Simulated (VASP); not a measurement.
# KF (Fm-3m) in VASP: a series of runs, part 2 of 2

VASP 6.6.1. Earlier steps stand in the parts before.

## Step 4: Single point, PBE (strain +0.025 along x and y, +0.025 along z)

INCAR

```
SYSTEM = KF
PREC = Accurate
ENCUT = 520
EDIFF = 1E-7
ISMEAR = 0
SIGMA = 0.05
LREAL = .FALSE.
LASPH = .TRUE.
NELM = 100
ALGO = Normal
ISIF = 2
LWAVE = .FALSE.
LCHARG = .FALSE.
GGA = PE
NBANDS = 15
```

KPOINTS

```
regular mesh
0
G
  8 8 8
  0 0 0
```

POSCAR

```
KF
1.0
    0.0000000000      2.7403375000      2.7403375000
    2.7403375000      0.0000000000      2.7403375000
    2.7403375000      2.7403375000      0.0000000000
K F
1 1
Direct
    0.0000000000      0.0000000000      0.0000000000
    0.5000000000      0.5000000000      0.5000000000
```

Potentials or basis: VASP PAW PBE potentials, release 64 (K_sv, F).

The run is started by

```
cat potpaw_PBE.64/K_sv/POTCAR potpaw_PBE.64/F/POTCAR > POTCAR
mpirun -np 1 vasp_std > vasp.out
```

OUTCAR:

```text
SYSTEM = KF
   PREC = Accurate
   ENCUT = 520
   EDIFF = 1E-7
   ISMEAR = 0
   LREAL = .FALSE.
   LASPH = .TRUE.
   NELM = 100
   ISIF = 2
   GGA = PE

 ion  position               nearest neighbor table
   1  0.000  0.000  0.000-   2 2.74   2 2.74   2 2.74   2 2.74   2 2.74   2 2.74
   2  0.500  0.500  0.500-   1 2.74   1 2.74   1 2.74   1 2.74   1 2.74   1 2.74

  LATTYP: Found a face centered cubic cell.
 ALAT       =     5.4806750000

  Lattice vectors:

 A1 = (   0.0000000000,   2.7403375000,   2.7403375000)
 A2 = (   2.7403375000,   0.0000000000,   2.7403375000)
 A3 = (   2.7403375000,   2.7403375000,   0.0000000000)

Analysis of symmetry for initial positions (statically):
=====================================================================
 Subroutine PRICEL returns:
 Original cell was already a primitive cell.

 Routine SETGRP: Setting up the symmetry group for a
 face centered cubic supercell.

 Subroutine GETGRP returns: Found 48 space group operations
 (whereof 48 operations were pure point group operations)
 out of a pool of 48 trial point group operations.

The static configuration has the point symmetry O_h .

Analysis of symmetry for dynamics (positions and initial velocities):
=====================================================================
 Subroutine PRICEL returns:
 Original cell was already a primitive cell.

 Routine SETGRP: Setting up the symmetry group for a
 face centered cubic supercell.

 Subroutine GETGRP returns: Found 48 space group operations
 (whereof 48 operations were pure point group operations)
 out of a pool of 48 trial point group operations.

The dynamic configuration has the point symmetry O_h .

 Subroutine INISYM returns: Found 48 space group operations
 (whereof 48 operations are pure point group operations),
 and found     1 'primitive' translations

----------------------------------------------------------------------------------------

                                     Primitive cell

  volume of cell :      41.1569

  direct lattice vectors                    reciprocal lattice vectors
     0.000000000  2.740337500  2.740337500    -0.182459277  0.182459277  0.182459277
     2.740337500  0.000000000  2.740337500     0.182459277 -0.182459277  0.182459277
     2.740337500  2.740337500  0.000000000     0.182459277  0.182459277 -0.182459277

  length of vectors
     3.875422458  3.875422458  3.875422458     0.316028739  0.316028739  0.316028739

  position of ions in fractional coordinates (direct lattice)
     0.000000000  0.000000000  0.000000000
     0.500000000  0.500000000  0.500000000

  ion indices of the primitive-cell ions
   primitive index   ion index
                 1           1
                 2           2

----------------------------------------------------------------------------------------

 KPOINTS: regular mesh

Automatic generation of k-mesh.
 Grid dimensions read from file:
 generate k-points for:    8    8    8

 Generating k-lattice:

  Cartesian coordinates                     Fractional coordinates (reciprocal lattice)
    -0.022807410  0.022807410  0.022807410     0.125000000  0.000000000  0.000000000
     0.022807410 -0.022807410  0.022807410     0.000000000  0.125000000  0.000000000
     0.022807410  0.022807410 -0.022807410     0.000000000  0.000000000  0.125000000

  Length of vectors
     0.039503592  0.039503592  0.039503592

  Shift w.r.t. Gamma in fractional coordinates (k-lattice)
     0.000000000  0.000000000  0.000000000

 Subroutine IBZKPT returns following result:
 ===========================================

 Found     29 irreducible k-points:

 Following reciprocal coordinates:
            Coordinates               Weight
  0.000000  0.000000  0.000000      1.000000
  0.125000  0.000000  0.000000      8.000000
  0.250000  0.000000  0.000000      8.000000
  0.375000  0.000000  0.000000      8.000000
  0.500000  0.000000  0.000000      4.000000
  0.125000  0.125000  0.000000      6.000000
[... 16 lines left out ...]
  0.500000  0.250000  0.125000     48.000000
 -0.375000  0.250000  0.125000     24.000000
 [... further k-points ...]
   k-points           NKPTS =     29   k-points in BZ     NKDIM =     29   number of bands    NBANDS=     15
   number of dos      NEDOS =    301   number of ions     NIONS =      2
   total plane-waves  NPLWV =  27000
   dimension x,y,z NGX =    30 NGY =   30 NGZ =   30
   dimension x,y,z NGXF=    60 NGYF=   60 NGZF=   60
   ions per type =               1   1
   NGX,Y,Z   is equivalent  to a cutoff of  12.87, 12.87, 12.87 a.u.
   NGXF,Y,Z  is equivalent  to a cutoff of  25.74, 25.74, 25.74 a.u.
 SYSTEM =  KF
   PREC   = accura    normal or accurate (medium, high low for compatibility)
   ISTART =      0    job   : 0-new  1-cont  2-samecut
   ICHARG =      2    charge: 1-file 2-atom 10-const
   ISPIN  =      1    spin polarized calculation?
   LNONCOLLINEAR =      F non collinear calculations
   LSORBIT =      F    spin-orbit coupling
   LASPH  =      T    aspherical Exc in radial PAW
   ENCUT  =  520.0 eV  38.22 Ry    6.18 a.u.   7.21  7.21  7.21*2*pi/ulx,y,z
   NELM   =    100;   NELMIN=  2; NELMDL= -5     # of ELM steps
   EDIFF  = 0.1E-06   stopping-criterion for ELM
   LREAL  =      F    real-space projection
   EDIFFG = 0.1E-05   stopping-criterion for IOM
   NSW    =      0    number of steps for IOM
   IBRION =     -1    ionic relax: 0-MD 1-quasi-New 2-CG
   NFREE  =      0    steps in history (QN), initial steepest desc. (CG)
   ISIF   =      2    stress and relaxation
   ISYM   =      2    0-nonsym 1-usesym 2-fastsym
   POTIM  = 0.5000    time-step for ionic-motion
   TEBEG  =    0.0;   TEEND  =   0.0 temperature during run
   PSTRESS=    0.0 pullay stress
   NELECT =      16.0000    total number of electrons
   NUPDOWN=      -1.0000    fix difference up-down
   EMIN   =  10.00;   EMAX   =-10.00  energy-range for DOS
   EFERMI =   0.00;   METHOD = LEGACY
   ISMEAR =     0;   SIGMA  =   0.05  broadening in eV -4-tet -1-fermi 0-gaus
   EFERMI_NEDOS =   21; number of points for ismear=-14 and -15
   IALGO  =     38    algorithm
   IMIX   =      4    mixing-type and parameters
     AMIX     =   0.40;   BMIX     =  1.00
     AMIX_MAG =   1.60;   BMIX_MAG =  1.00
  volume/ion in A,a.u.               =      20.58       138.87
  Fermi-wavevector in a.u.,A,eV,Ry     =   1.194815  2.257874 19.423454  1.427584
  Thomas-Fermi vector in A             =   2.330796
   LORBIT       =      0    0 simple, 1 ext, 2 COOP (PROOUT), +10 PAW based schemes
   GGA     = PE    functional components
   LHFCALC =     F    Hartree Fock is set to
   AEXX    =    0.0000 exact exchange contribution
   IVDW    =     0    specifies the selected vdW correction
   LEPSILON=     F    determine dielectric tensor
   LRPA    =     F    only Hartree local field effects (RPA)
 non-spin polarized calculation
 Gauss-broadening in eV      SIGMA  =   0.05
  energy-cutoff  :      520.00
  volume of cell :       41.16
 maximum number of plane-waves:      1124
 NGX is ok and might be reduce to    30
   NGX = 15   NGY = 15   NGZ = 15

 number of electron      15.9999995 magnetization

 Free energy of the ion-electron system (eV)
  ---------------------------------------------------
  ext. energy  EPLUGINS =         0.00000000
  ---------------------------------------------------
  free energy    TOTEN  =        -8.29706695 eV

  energy without entropy =       -8.29706695  energy(sigma->0) =       -8.29706695

 E-fermi :  -2.7212     XC(G=0):  -8.0657

 val. band max:       -2.9933095532   @ k =   0.0000   0.0000   0.0000
 cond. band min:       2.7917818713   @ k =   0.0000   0.0000   0.0000
 fundamental gap:      5.7850914245
 Fermi energy:        -2.7211692279

 k-point     1 :       0.0000    0.0000    0.0000
  band No.  band energies     occupation
      1     -29.3509      2.00000
      2     -21.6089      2.00000
      3     -12.6497      2.00000
      4     -12.6497      2.00000
      5     -12.6497      2.00000
      6      -2.9933      2.00000
      7      -2.9933      2.00000
      8      -2.9933      2.00000
      9       2.7918      0.00000
     10       7.4683      0.00000
     11       7.4683      0.00000
     12       7.4683      0.00000
     13       9.0421      0.00000
     14       9.0421      0.00000
[... 401 lines left out ...]
      2     -21.6473      2.00000
      3     -12.9098      2.00000
      4     -12.8194      2.00000
      5     -12.7116      2.00000
      6      -3.5115      2.00000
      7      -3.2377      2.00000
      8      -3.2284      2.00000
      9       6.0982      0.00000
     10       6.7227      0.00000
     11       8.2620      0.00000
     12       9.3245      0.00000
     13      10.4807      0.00000
     14      11.4238      0.00000
     15      11.5169      0.00000

 [... further k-points ...]
[... 5 lines left out ...]
  --------------------------------------------------------------------------------------
  -------------------------------------------------------------------------------------
  Total       -0.2281500     -0.2281500     -0.2281500      0.0000000      0.0000000      0.0000000
  in kB       -8.8815525     -8.8815525     -8.8815525      0.0000000      0.0000000      0.0000000
  external PRESSURE =      -8.8815525 kB  Pullay stress =       0.0000000 kB

 VOLUME and BASIS-vectors are now :
 -----------------------------------------------------------------------------
  energy-cutoff  :      520.00
  volume of cell :       41.16
      direct lattice vectors                 reciprocal lattice vectors
     0.000000000  2.740337500  2.740337500    -0.182459277  0.182459277  0.182459277
     2.740337500  0.000000000  2.740337500     0.182459277 -0.182459277  0.182459277
     2.740337500  2.740337500  0.000000000     0.182459277  0.182459277 -0.182459277

 POSITION                                       TOTAL-FORCE (eV/Angst)
 -----------------------------------------------------------------------------------
      0.00000      0.00000      0.00000         0.000000      0.000000      0.000000
      2.74034      2.74034      2.74034        -0.000000     -0.000000     -0.000000
 -----------------------------------------------------------------------------------
    total drift:                                0.000000      0.000000      0.000000

  FREE ENERGIE OF THE ION-ELECTRON SYSTEM (eV)
  ---------------------------------------------------
  free  energy   TOTEN  =        -8.2970669462 eV

  energy  without entropy=       -8.2970669462  energy(sigma->0) =       -8.29706695
```

OSZICAR:

```text
N       E                     dE             d eps       ncg     rms          rms(c)
DAV:   1     0.106665083199E+03    0.10667E+03   -0.81414E+03   870   0.102E+03
DAV:   2    -0.498922397974E+01   -0.11165E+03   -0.10231E+03  1130   0.274E+02
DAV:   3    -0.942289574147E+01   -0.44337E+01   -0.44077E+01  1129   0.498E+01
DAV:   4    -0.958581354974E+01   -0.16292E+00   -0.16290E+00  1225   0.807E+00
DAV:   5    -0.958677343034E+01   -0.95988E-03   -0.95988E-03  1117   0.690E-01    0.624E+00
DAV:   6    -0.833375468828E+01    0.12530E+01   -0.36553E+00   919   0.141E+01    0.364E+00
DAV:   7    -0.830054713850E+01    0.33208E-01   -0.66355E-02  1073   0.220E+00    0.203E+00
DAV:   8    -0.829458924907E+01    0.59579E-02   -0.55407E-02  1003   0.227E+00    0.199E-01
DAV:   9    -0.829629470500E+01   -0.17055E-02   -0.36934E-03  1017   0.505E-01    0.121E-01
DAV:  10    -0.829692620420E+01   -0.63150E-03   -0.47867E-04   933   0.183E-01    0.665E-02
DAV:  11    -0.829706631296E+01   -0.14011E-03   -0.13360E-04   926   0.942E-02    0.181E-02
DAV:  12    -0.829706676772E+01   -0.45476E-06   -0.11188E-05  1038   0.319E-02    0.414E-03
DAV:  13    -0.829706694409E+01   -0.17638E-06   -0.20925E-06   940   0.126E-02    0.199E-03
DAV:  14    -0.829706694619E+01   -0.20952E-08   -0.59286E-08   922   0.224E-03
   1 F= -.82970669E+01 E0= -.82970669E+01  d E =-.239158E-16
```

It took 17 s on 1 thread of Intel Xeon Platinum 8488C (Sapphire Rapids), shared host; peak memory 0.17 GiB.

Results:

* Free energy: -8.2971 eV
* Pressure: -0.9 GPa
* Band gap on the k mesh: 5.79 eV, direct

Levels at points of the mesh, in eV from the valence-band top:
| k point | band 4 | band 5 | band 6 | band 7 | band 8 | band 9 | band 10 | band 11 | band 12 | band 13 |
| --- | --- | --- | --- | --- | --- | --- | --- | --- | --- | --- |
| (0.00, 0.00, 0.00) | -9.66 | -9.66 | 0.00 | 0.00 | 0.00 | 5.79 | 10.46 | 10.46 | 10.46 | 12.04 |
| (0.50, 0.00, 0.00) | -9.69 | -9.69 | -0.71 | -0.29 | -0.29 | 8.75 | 10.05 | 11.71 | 11.71 | 13.81 |
| (0.50, 0.50, 0.00) | -9.82 | -9.82 | -0.24 | -0.07 | -0.07 | 8.12 | 9.89 | 11.22 | 13.21 | 13.76 |

Caveat: the cell differs from its parent crystal (strain +0.025 along x and y, +0.025 along z). A k mesh can miss the band edges.

## Step 5: The runs side by side

```csv
cell,gap on the mesh (eV),pressure (GPa)
"a = 3.592 Å, angles 60.0°, 2 atoms",7.04,9.3
"a = 3.686 Å, angles 60.0°, 2 atoms",6.57,4.6
"a = 3.875 Å, angles 60.0°, 2 atoms",5.79,-0.9
```

Alike in all rows: task single point; level PBE; potentials or basis VASP PAW PBE potentials, release 64 (K_sv, F); no spin polarisation; k mesh 8 × 8 × 8; cutoff (eV) 520; smearing gaussian 0.05 eV.

Total energies depend on the potentials used, so only differences within one code and one set of settings carry meaning.
